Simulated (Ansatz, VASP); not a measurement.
# One calculation of Ge2W3, two programs

```
CELL_PARAMETERS angstrom
4.29440 0.00000 0.00000
-2.14720 3.71906 0.00000
0.00000 0.00000 5.35422
ATOMIC_POSITIONS crystal
Ge 0.33333 0.66667 0.20101
Ge 0.66667 0.33333 0.79899
W 0.00000 0.00000 0.00000
W 0.33333 0.66667 0.68648
W 0.66667 0.33333 0.31352
```

Change from the starting cell: species swapped into the Ga3Pt2 type (P-3m1, No. 164).

Alike in both runs: functional PBE; k mesh 12 × 12 × 8; occupations gaussian, width 0.1 eV; no spin polarisation.

Ansatz relaxed the structure, and its values are those at the end. VASP's run is a single point on that final structure, the one shown.

|  | VASP | Ansatz |
| --- | --- | --- |
| version | VASP 6.6.1 | Ansatz 0.2.0 |
| potentials or method | VASP PAW PBE potentials, release 64 (Ge_d, W_sv), cutoff 500 eV | scalar-relativistic, plane waves, PAW |
| valence electrons in the cell | 70 | 70 |

Ansatz gave:

| Item | Value |
| --- | --- |
| gap on the k mesh at the Fermi level (eV) | none |
| pressure (GPa) | 0.0 |

Problem. What did VASP give for the same quantities?

Solution. gap on the k mesh at the Fermi level (eV): none; pressure (GPa): 0.2.

A gap of «none» marks a metal or a gap that the smearing closes.

Spin-orbit coupling is off throughout.
